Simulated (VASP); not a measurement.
A run of VASP 6.6.1 is set up as follows.

The input INCAR:

```
PREC = Accurate ; ENCUT = 520
EDIFF = 1E-6 ; ISMEAR = -1
SIGMA = 0.05 ; LREAL = F
LASPH = T ; NELM = 60
ALGO = Normal ; ISIF = 2
LWAVE = F ; LCHARG = T
GGA = RP ; IVDW = 12
LELF = T ; LVHAR = T
NBANDS = 28
```

Contents of KPOINTS:

```
regular mesh
0
Gamma
  7 7 6
```

The input POSCAR:

```
PbS
1.0
    2.0799526950     -5.9912968650      0.0000000000
    2.0799526950      5.9912968650      0.0000000000
    0.0000000000      0.0000000000      4.2793209400
Pb S
2 2
Direct
    0.1305633500      0.8694366500      0.2500000000
    0.8694366500      0.1305633500      0.7500000000
    0.3547970900      0.6452029100      0.2500000000
    0.6452029100      0.3547970900      0.7500000000
```

Potentials or basis: VASP PAW PBE potentials, release 64 (Pb_d, S).

Run with:

```sh
$ cat potpaw_PBE.64/Pb_d/POTCAR potpaw_PBE.64/S/POTCAR > POTCAR
$ mpirun -np 1 vasp_std > vasp.out
```

Problem. Predict the largest force.

Solution. 0.132 eV/Å.

Problem. Predict the pressure.

Solution. -11.1 GPa.

Problem. Estimate the dispersion energy per atom.

Solution. -1.535 eV.

Forces on the atoms (eV/Å):
```
Pb   0.000 -0.132  0.000
Pb   0.000  0.132  0.000
S    0.000  0.006  0.000
S    0.000 -0.006  0.000
```

Caveat: the cell stands under tension; the PAW data sets were made with another functional, which shifts forces and pressure a little.
